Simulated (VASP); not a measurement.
Input of a VASP 6.6.1 run:

Contents of INCAR:

```
ALGO = Normal
EDIFF = 1E-6
ENCUT = 520
GGA = PE
ISIF = 2
ISMEAR = 0
IVDW = 12
LASPH = True
LCHARG = False
LREAL = False
LWAVE = False
NBANDS = 22
NELM = 80
PREC = Accurate
SIGMA = 0.02
```

Contents of KPOINTS:

```
k-points
0
Gamma
  6 6 6
```

File POSCAR:

```
H3C2
1.0
    3.4200096847     -3.2526171635      0.1075918860
    3.4200096847      3.2526171635      0.1075918860
   -0.6283797509      0.0000000000      4.3043103103
H C
6 4
Direct
    0.2480040534      0.2480040534      0.5165458172
    0.7519959466      0.7519959466      0.4834541828
    0.2182310373      0.4916006787      0.2233147975
    0.5083993213      0.7817689627      0.7766852025
    0.7817689627      0.5083993213      0.7766852025
    0.4916006787      0.2182310373      0.2233147975
    0.0789173365      0.0789173365      0.0795868113
    0.9210826635      0.9210826635      0.9204131887
    0.2681897885      0.2681897885      0.2694546044
    0.7318102115      0.7318102115      0.7305453956
```

Potentials or basis: VASP PAW PBE potentials, release 64 (H, C).

Run with:

```bash
$ cat potpaw_PBE.64/H/POTCAR potpaw_PBE.64/C/POTCAR > POTCAR
$ mpirun -np 1 vasp_std > vasp.out
```

Problem. What does it give for the largest force?

Solution. 0.063 eV/Å.

Problem. Estimate the band gap on the k mesh.

Solution. 4.63 eV (least direct gap 5.10 eV).

Forces in eV/Å, atoms in the order of the input:
```
H   -0.005  0.000  0.020
H    0.005  0.000 -0.020
H    0.013  0.017 -0.003
H   -0.013  0.017  0.003
H   -0.013 -0.017  0.003
H    0.013 -0.017 -0.003
C    0.051  0.000  0.037
C   -0.051  0.000 -0.037
C   -0.011  0.000 -0.007
C    0.011  0.000  0.007
```

A k mesh can miss the band edges.
